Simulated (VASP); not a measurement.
A run of VASP 6.6.1:

File INCAR:

```
PREC = Accurate ; ENCUT = 600
EDIFF = 1E-6 ; ISMEAR = 0
SIGMA = 0.05 ; LREAL = F
LASPH = T ; NELM = 200
ALGO = Normal ; ISIF = 2
LWAVE = F ; LCHARG = T
ISPIN = 2 ; MAGMOM = 3.82 0.21
LORBIT = 11 ; LMAXMIX = 4
LDAU = T ; LDAUTYPE = 2
LDAUL = 2 -1 ; LDAUU = 5 0
LDAUJ = 0 0 ; LDAUPRINT = 1
GGA = PS ; LELF = T
LVHAR = T ; NBANDS = 22
GGA_COMPAT = F
```

The input KPOINTS:

```
regular mesh
0
Gamma
  8 8 8
```

POSCAR

```
FeO
1.0
    0.0000000000      2.1554001600      2.1554001600
    2.1554001600      0.0000000000      2.1554001600
    2.1554001600      2.1554001600      0.0000000000
Fe O
1 1
Direct
    0.0000000000      0.0000000000      0.0000000000
    0.5000000000      0.5000000000      0.5000000000
```

Potentials or basis: VASP PAW PBE potentials, release 64 (Fe_sv, O).

Command:

```console
$ cat potpaw_PBE.64/Fe_sv/POTCAR potpaw_PBE.64/O/POTCAR > POTCAR
$ mpirun -np 1 vasp_std > vasp.out
```

Hardware: 1 thread of Intel(R) Xeon(R) 6975P-C (Granite Rapids), with other jobs on the host.

Task: Estimate the wall time of this run.

Result: Run time: 11 s on 1 thread of Intel(R) Xeon(R) 6975P-C (Granite Rapids), on a shared host, peak memory 0.16 GiB. Counts: scf iterations 14, k points 29.
